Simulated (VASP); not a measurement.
# Ta3P4 (P4/mmm) in VASP: further runs, part 2 of 2

VASP 6.6.1. The steps go on from the part before.

## 5. Relaxation of cell and atoms, PBE (atoms taken out)

File INCAR:

```
SYSTEM = Ta3P4
PREC = Accurate ; ENCUT = 600
EDIFF = 1E-6 ; ISMEAR = 0
SIGMA = 0.1 ; LREAL = .False.
LASPH = .True. ; NELM = 80
ALGO = Normal ; ISIF = 3
LWAVE = .False. ; LCHARG = .False.
GGA = PE ; IBRION = 2
NSW = 90 ; EDIFFG = -0.04
```

File KPOINTS:

```
regular mesh
0
Gamma
  6 6 2
  0 0 0
```

File POSCAR:

```
Ta3P4
1.0
    3.6062445800      0.0000000000      0.0000000000
    0.0000000000      3.6062445800      0.0000000000
    0.0000000000      0.0000000000     10.2000000000
Ta P
3 4
Direct
    0.0000000000      0.0000000000      0.7500000000
    0.5000000000      0.5000000000      0.5000000000
    0.0000000000      0.0000000000      0.2500000000
    0.0000000000      0.0000000000      0.5000000000
    0.5000000000      0.5000000000      0.2500000000
    0.0000000000      0.0000000000      0.0000000000
    0.5000000000      0.5000000000      0.7500000000
```

Potentials or basis: VASP PAW PBE potentials, release 64 (Ta_pv, P).

Launch:

```bash
> cat potpaw_PBE.64/Ta_pv/POTCAR potpaw_PBE.64/P/POTCAR > POTCAR
> mpirun -np 1 vasp_std > vasp.out
```

OUTCAR:

```text
SYSTEM = Ta3P4
   PREC = Accurate
   ENCUT = 600
   EDIFF = 1E-6
   ISMEAR = 0
   LREAL = .False.
   LASPH = .True.
   NELM = 80
   ISIF = 3
   GGA = PE
   IBRION = 2
   NSW = 90
   EDIFFG = -0.04

 ion  position               nearest neighbor table
   1  0.000  0.000  0.750-   7 2.55   7 2.55   7 2.55   7 2.55   4 2.55   6 2.55   2 3.61   2 3.61
                             2 3.61   2 3.61
   2  0.500  0.500  0.500-   4 2.55   4 2.55   4 2.55   4 2.55   7 2.55   5 2.55   3 3.61   3 3.61
                             1 3.61   3 3.61   1 3.61   1 3.61   3 3.61   1 3.61
   3  0.000  0.000  0.250-   5 2.55   5 2.55   5 2.55   5 2.55   6 2.55   4 2.55   2 3.61   2 3.61
                             2 3.61   2 3.61
   4  0.000  0.000  0.500-   2 2.55   2 2.55   2 2.55   2 2.55   3 2.55   1 2.55
   5  0.500  0.500  0.250-   3 2.55   3 2.55   3 2.55   3 2.55   2 2.55
   6  0.000  0.000  0.000-   1 2.55   3 2.55
   7  0.500  0.500  0.750-   1 2.55   1 2.55   1 2.55   1 2.55   2 2.55

  LATTYP: Found a simple tetragonal cell.
 ALAT       =     3.6062445800
 C/A-ratio  =     2.8284271279

  Lattice vectors:

 A1 = (   3.6062445800,   0.0000000000,   0.0000000000)
 A2 = (   0.0000000000,   3.6062445800,   0.0000000000)
 A3 = (   0.0000000000,   0.0000000000,  10.2000000000)

Analysis of symmetry for initial positions (statically):
=====================================================================
 Subroutine PRICEL returns:
 Original cell was already a primitive cell.

 Routine SETGRP: Setting up the symmetry group for a
 simple tetragonal supercell.

 Subroutine GETGRP returns: Found 16 space group operations
 (whereof 16 operations were pure point group operations)
 out of a pool of 16 trial point group operations.

The static configuration has the point symmetry D_4h.

Analysis of symmetry for dynamics (positions and initial velocities):
=====================================================================
 Subroutine PRICEL returns:
 Original cell was already a primitive cell.

 Routine SETGRP: Setting up the symmetry group for a
 simple tetragonal supercell.

 Subroutine GETGRP returns: Found 16 space group operations
 (whereof 16 operations were pure point group operations)
 out of a pool of 16 trial point group operations.

The dynamic configuration has the point symmetry D_4h.

 Subroutine INISYM returns: Found 16 space group operations
 (whereof 16 operations are pure point group operations),
 and found     1 'primitive' translations

----------------------------------------------------------------------------------------

                                     Primitive cell

  volume of cell :     132.6510

  direct lattice vectors                    reciprocal lattice vectors
     3.606244580  0.000000000  0.000000000     0.277296777  0.000000000  0.000000000
     0.000000000  3.606244580  0.000000000     0.000000000  0.277296777  0.000000000
     0.000000000  0.000000000 10.200000000     0.000000000  0.000000000  0.098039216

  length of vectors
     3.606244580  3.606244580 10.200000000     0.277296777  0.277296777  0.098039216

  position of ions in fractional coordinates (direct lattice)
[... 42 lines left out ...]
 Found     20 irreducible k-points:

 Following reciprocal coordinates:
            Coordinates               Weight
  0.000000  0.000000  0.000000      1.000000
  0.166667  0.000000  0.000000      4.000000
  0.333333  0.000000  0.000000      4.000000
  0.500000  0.000000  0.000000      2.000000
  0.166667  0.166667  0.000000      4.000000
  0.333333  0.166667  0.000000      8.000000
[... 12 lines left out ...]
  0.500000  0.333333  0.500000      4.000000
  0.500000  0.500000  0.500000      1.000000
   k-points           NKPTS =     20   k-points in BZ     NKDIM =     20   number of bands    NBANDS=     31
   number of dos      NEDOS =    301   number of ions     NIONS =      7
   total plane-waves  NPLWV =  75600
   dimension x,y,z NGX =    30 NGY =   30 NGZ =   84
   dimension x,y,z NGXF=    60 NGYF=   60 NGZF=  168
   ions per type =               3   4
   NGX,Y,Z   is equivalent  to a cutoff of  13.83, 13.83, 13.69 a.u.
   NGXF,Y,Z  is equivalent  to a cutoff of  27.66, 27.66, 27.38 a.u.
 SYSTEM =  Ta3P4
   PREC   = accura    normal or accurate (medium, high low for compatibility)
   ISTART =      0    job   : 0-new  1-cont  2-samecut
   ICHARG =      2    charge: 1-file 2-atom 10-const
   ISPIN  =      1    spin polarized calculation?
   LNONCOLLINEAR =      F non collinear calculations
   LSORBIT =      F    spin-orbit coupling
   LASPH  =      T    aspherical Exc in radial PAW
   ENCUT  =  600.0 eV  44.10 Ry    6.64 a.u.   7.20  7.20 20.37*2*pi/ulx,y,z
   NELM   =     80;   NELMIN=  2; NELMDL= -5     # of ELM steps
   EDIFF  = 0.1E-05   stopping-criterion for ELM
   LREAL  =      F    real-space projection
   EDIFFG = -.4E-01   stopping-criterion for IOM
   NSW    =     90    number of steps for IOM
   IBRION =      2    ionic relax: 0-MD 1-quasi-New 2-CG
   NFREE  =      1    steps in history (QN), initial steepest desc. (CG)
   ISIF   =      3    stress and relaxation
   ISYM   =      2    0-nonsym 1-usesym 2-fastsym
   POTIM  = 0.5000    time-step for ionic-motion
   TEBEG  =    0.0;   TEEND  =   0.0 temperature during run
   PSTRESS=    0.0 pullay stress
   NELECT =      53.0000    total number of electrons
   NUPDOWN=      -1.0000    fix difference up-down
   EMIN   =  10.00;   EMAX   =-10.00  energy-range for DOS
   EFERMI =   0.00;   METHOD = LEGACY
   ISMEAR =     0;   SIGMA  =   0.10  broadening in eV -4-tet -1-fermi 0-gaus
   EFERMI_NEDOS =   21; number of points for ismear=-14 and -15
   IALGO  =     38    algorithm
   IMIX   =      4    mixing-type and parameters
     AMIX     =   0.40;   BMIX     =  1.00
     AMIX_MAG =   1.60;   BMIX_MAG =  1.00
  volume/ion in A,a.u.               =      18.95       127.88
  Fermi-wavevector in a.u.,A,eV,Ry     =   1.205767  2.278569 19.781147  1.453873
  Thomas-Fermi vector in A             =   2.341453
   LORBIT       =      0    0 simple, 1 ext, 2 COOP (PROOUT), +10 PAW based schemes
   GGA     = PE    functional components
   LHFCALC =     F    Hartree Fock is set to
   AEXX    =    0.0000 exact exchange contribution
   IVDW    =     0    specifies the selected vdW correction
   LEPSILON=     F    determine dielectric tensor
   LRPA    =     F    only Hartree local field effects (RPA)
 conjugate gradient relaxation of ions
 non-spin polarized calculation
 Gauss-broadening in eV      SIGMA  =   0.10
  energy-cutoff  :      600.00
  volume of cell :      132.65
 maximum number of plane-waves:      4460
 NGX is ok and might be reduce to    30
   NGX = 15   NGY = 15   NGZ = 41

--------------------------------------- Ionic step        1  -------------------------------------------

 number of electron      53.0000001 magnetization

 Free energy of the ion-electron system (eV)
  ---------------------------------------------------
  ext. energy  EPLUGINS =         0.00000000
  ---------------------------------------------------
  free energy    TOTEN  =       -58.80651529 eV

  energy without entropy =      -58.78450683  energy(sigma->0) =      -58.79551106

------------------------ aborting loop because EDIFF is reached ----------------------------------------

  FORCE on cell =-STRESS in cart. coord.  units (eV):
  Direction    XX          YY          ZZ          XY          YZ          ZX
  --------------------------------------------------------------------------------------
  -------------------------------------------------------------------------------------
  Total       -4.9968535     -4.9968535     -5.5646619      0.0000000      0.0000000     -0.0000000
  in kB      -60.3526960    -60.3526960    -67.2107647      0.0000000      0.0000000     -0.0000000
  external PRESSURE =     -62.6387189 kB  Pullay stress =       0.0000000 kB
[... 104 lines left out ...]
  FREE ENERGIE OF THE ION-ELECTRON SYSTEM (eV)
  ---------------------------------------------------
  free  energy   TOTEN  =       -58.9638973868 eV

  energy  without entropy=      -58.9431720582  energy(sigma->0) =      -58.95353472

[... ionic steps 4 to 13 ...]

--------------------------------------- Ionic step       14  -------------------------------------------

 number of electron      52.9999995 magnetization

------------------------ aborting loop because EDIFF is reached ----------------------------------------
[... 77 lines left out ...]
--------------------------------------- Ionic step       16  -------------------------------------------

 number of electron      52.9999995 magnetization

 Free energy of the ion-electron system (eV)
  ---------------------------------------------------
  ext. energy  EPLUGINS =         0.00000000
  ---------------------------------------------------
  free energy    TOTEN  =       -59.13397244 eV

  energy without entropy =      -59.10979290  energy(sigma->0) =      -59.12188267

 E-fermi :   6.8322     XC(G=0): -11.2616

 val. band max:        6.7944388730   @ k =   0.1667   0.0000   0.5000
 cond. band min:       6.8435514006   @ k =   0.5000   0.3333   0.5000
 fundamental gap:      0.0491125276
 Fermi energy:         6.8322269781

 k-point     1 :       0.0000    0.0000    0.0000
  band No.  band energies     occupation
      1     -28.6320      2.00000
      2     -28.6320      2.00000
      3     -28.5741      2.00000
      4     -28.3273      2.00000
      5     -28.3273      2.00000
      6     -28.3252      2.00000
[... 703 lines left out ...]
  FREE ENERGIE OF THE ION-ELECTRON SYSTEM (eV)
  ---------------------------------------------------
  free  energy   TOTEN  =       -59.1339724403 eV

  energy  without entropy=      -59.1097928978  energy(sigma->0) =      -59.12188267

 reached required accuracy - stopping structural energy minimisation
```

Run time: 11 min. Hardware: 1 thread of Intel Xeon 6975P-C (Granite Rapids), shared host; peak memory 0.32 GiB.

What came out:

- Free energy: -59.1340 eV
- Relaxed volume: 17.79 Å³/atom
- Relaxed cell: a = 3.553 Å, b = 3.553 Å, c = 9.863 Å, α = 90.00°, β = 90.00°, γ = 90.00°
- Space group after relaxing (to 0.1 Å): P4/mmm (No. 123)
- Energy gained by relaxing: 46.8 meV/atom
- Ionic steps: 16
- Pressure after relaxing: 0.2 GPa
- Largest force after relaxing: 0.017 eV/Å
- Band gap on the k mesh: zero (an odd number of electrons rules out a gap without spin polarisation)

Forces in eV/Å, atoms in the order of the input:
```
Ta   0.000  0.000  0.004
Ta   0.000  0.000  0.000
Ta   0.000  0.000 -0.004
P    0.000  0.000  0.000
P    0.000  0.000 -0.017
P    0.000  0.000  0.000
P    0.000  0.000  0.017
```

Stress tensor (GPa, compression positive):
```
0.24 0.00 0.00
0.00 0.24 0.00
0.00 0.00 0.07
```

Step by step:
| step | energy change (eV) | largest force (eV/Å) | pressure (GPa) | volume (Å³) |
| --- | --- | --- | --- | --- |
| 1 | 0.0000 | 0.6304 | -6.26 | 132.65 |
| 2 | 0.0377 | 1.2912 | 10.77 | 118.93 |
| 3 | -0.1574 | 0.9336 | 0.91 | 125.91 |
| 4 | -0.2480 | 0.5843 | 0.72 | 125.48 |
| 5 | -0.3110 | 0.2426 | 0.93 | 124.51 |
| 6 | -0.3141 | 0.0995 | 0.82 | 124.69 |
| 7 | -0.3112 | 0.1401 | -1.59 | 126.62 |
| 8 | -0.3220 | 0.1175 | -0.34 | 125.58 |
| 9 | -0.3237 | 0.1119 | 0.25 | 125.01 |
| 10 | -0.3237 | 0.1120 | 0.25 | 125.03 |
| 11 | -0.3252 | 0.0714 | 0.17 | 124.98 |
| 12 | -0.3269 | 0.0555 | 0.01 | 124.88 |
| 13 | -0.3269 | 0.0530 | -0.04 | 124.85 |
| 14 | -0.3269 | 0.0520 | -0.05 | 124.85 |
| 15 | -0.3272 | 0.0420 | 0.01 | 124.76 |
| 16 | -0.3275 | 0.0174 | 0.18 | 124.54 |

Final structure:
```
CELL_PARAMETERS angstrom
3.55341 0.00000 0.00000
0.00000 3.55341 0.00000
0.00000 0.00000 9.86282
ATOMIC_POSITIONS crystal
Ta 0.00000 0.00000 0.75596
Ta 0.50000 0.50000 0.50000
Ta 0.00000 0.00000 0.24404
P 0.00000 0.00000 0.50000
P 0.50000 0.50000 0.23266
P 0.00000 0.00000 0.00000
P 0.50000 0.50000 0.76734
```

Caveat: the cell differs from its parent crystal (atoms taken out); spin-orbit coupling is left out, which moves the levels of the heavy elements.

## 6. Single point, PBE (atoms taken out)

File INCAR:

```
  PREC = Accurate
  ENCUT = 520
  EDIFF = 1E-6
  ISMEAR = 0
  SIGMA = 0.1
  LREAL = False
  LASPH = True
  NELM = 60
  ALGO = Normal
  ISIF = 2
  LWAVE = False
  LCHARG = False
  GGA = PE
  NBANDS = 36
```

File KPOINTS:

```
regular mesh
0
Gamma
  10 10 4
```

File POSCAR:

```
Ta3P4
1.0
    3.5556940358      0.0000000000      0.0000000000
    0.0000000000      3.5556940358      0.0000000000
    0.0000000000      0.0000000000      9.8485610303
Ta P
3 4
Direct
    0.0000000000      0.0000000000      0.7566750060
    0.5000000000      0.5000000000      0.5000000000
    0.0000000000      0.0000000000      0.2433249940
    0.0000000000      0.0000000000      0.5000000000
    0.5000000000      0.5000000000      0.2321371309
    0.0000000000      0.0000000000      0.0000000000
    0.5000000000      0.5000000000      0.7678628691
```

Potentials or basis: VASP PAW PBE potentials, release 64 (Ta_pv, P).

Launch:

```bash
> cat potpaw_PBE.64/Ta_pv/POTCAR potpaw_PBE.64/P/POTCAR > POTCAR
> mpirun -np 1 vasp_std > vasp.out
```

Wall time 3.3 min (1 thread of Intel Xeon 6975P-C (Granite Rapids), shared host); peak memory 0.37 GiB.

It converged, with:

| Quantity | Value |
| --- | --- |
| Free energy | -59.2348 eV |
| Pressure | 0.1 GPa |
| Largest force | 0.011 eV/Å |
| Band gap on the k mesh | zero (an odd number of electrons rules out a gap without spin polarisation) |

Forces on the atoms (eV/Å):
```
Ta   0.000  0.000  0.011
Ta   0.000  0.000  0.000
Ta   0.000  0.000 -0.011
P    0.000  0.000  0.000
P    0.000  0.000 -0.001
P    0.000  0.000  0.000
P    0.000  0.000  0.001
```

Levels at points of the mesh, in eV from the Fermi level:
```tsv
k point	band 24	band 25	band 26	band 27	band 28	band 29	band 30	band 31
(0.00, 0.00, 0.00)	-1.53	-1.53	-0.86	-0.49	-0.49	-0.22	0.08	0.49
(0.50, 0.00, 0.00)	-0.98	-0.25	0.49	0.85	1.49	1.76	1.83	2.31
(0.50, 0.50, 0.00)	-1.47	-1.43	-1.39	-1.39	0.81	0.90	1.29	1.75
(0.00, 0.00, 0.50)	-1.39	-1.39	-1.18	-0.97	-0.97	-0.86	-0.23	0.09
(0.50, 0.00, 0.50)	-0.60	-0.51	0.84	1.09	1.41	1.46	1.83	1.94
(0.50, 0.50, 0.50)	-3.06	-1.91	-0.07	-0.07	0.06	0.06	0.83	1.20
```

Caveat: the cell differs from its parent crystal (atoms taken out); spin-orbit coupling is left out, which moves the levels of the heavy elements.

## 7. The runs side by side

| task | cell | k mesh | cutoff (eV) | smearing | gap on the mesh (eV) | pressure (GPa) | largest force (eV/Å) |
| --- | --- | --- | --- | --- | --- | --- | --- |
| single point | a = 3.554, b = 3.554, c = 9.866 Å, 7 atoms, atomic positions A | 6 × 6 × 2 | 520 | gaussian 0.1 eV | none | 0.1 | 0.02 |
| single point | a = 3.556, b = 3.556, c = 9.849 Å, 7 atoms, atomic positions A | 6 × 6 × 2 | 520 | gaussian 0.2 eV | none | 0.2 | 0.06 |
| single point | a = 3.606, b = 3.606, c = 10.200 Å, 7 atoms, atomic positions B | 6 × 6 × 2 | 520 | gaussian 0.1 eV | none | -6.3 | 0.63 |
| relaxation of cell and atoms | relaxed from a = 3.606, b = 3.606, c = 10.200 Å, 7 atoms, atomic positions B | 6 × 6 × 2 | 600 | gaussian 0.1 eV | none | 0.2 | 0.02 |
| single point | a = 3.556, b = 3.556, c = 9.849 Å, 7 atoms, atomic positions A | 10 × 10 × 4 | 520 | gaussian 0.1 eV | none | 0.1 | 0.01 |

Alike in all rows: level PBE; potentials or basis VASP PAW PBE potentials, release 64 (Ta_pv, P); no spin polarisation.

Caveats: spin-orbit coupling is left out, which moves the levels of the heavy elements; the cell stands under tension (at least some runs).

Absolute energies hang on the potentials; compare differences alone.
